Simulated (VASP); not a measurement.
Si10H5Cl, 32 atoms in the cell. The cell holds a slab with vacuum, 32 atoms: a = 7.679 Å, b = 7.679 Å, c = 18.254 Å, α = 90.00°, β = 90.00°, γ = 90.00°. 

| Quantity | Value |
| --- | --- |
| Program | VASP 6.6.1 |
| Task | single point |
| Functional | PBE |
| Potentials or basis | VASP PAW PBE potentials, release 64 (H, Si, Cl) |
| Cutoff | 520 eV |
| k mesh | 2 × 2 × 1 |
| Occupations | fermi-dirac, width 0.02 eV |
| Spin | no spin polarisation |
| Dipole correction | no |
| Further INCAR settings | LREAL = Auto; ALGO = Normal; EDIFF = 1e-07; NBANDS = 74 |

Potentials or basis: VASP PAW PBE potentials, release 64 (H, Si, Cl).

Run with:

```console
$ cat potpaw_PBE.64/H/POTCAR potpaw_PBE.64/Si/POTCAR potpaw_PBE.64/Cl/POTCAR > POTCAR
$ mpirun -np 1 vasp_std > vasp.out
```

Hardware: 1 thread of Intel(R) Xeon(R) 6975P-C (Granite Rapids), with other jobs on the host.

Task: Estimate the wall time of this run.

Result: Wall time 9.3 min on 1 thread of Intel(R) Xeon(R) 6975P-C (Granite Rapids) (shared host), peak memory 1 GiB. Counts: scf iterations 32, k points 4.
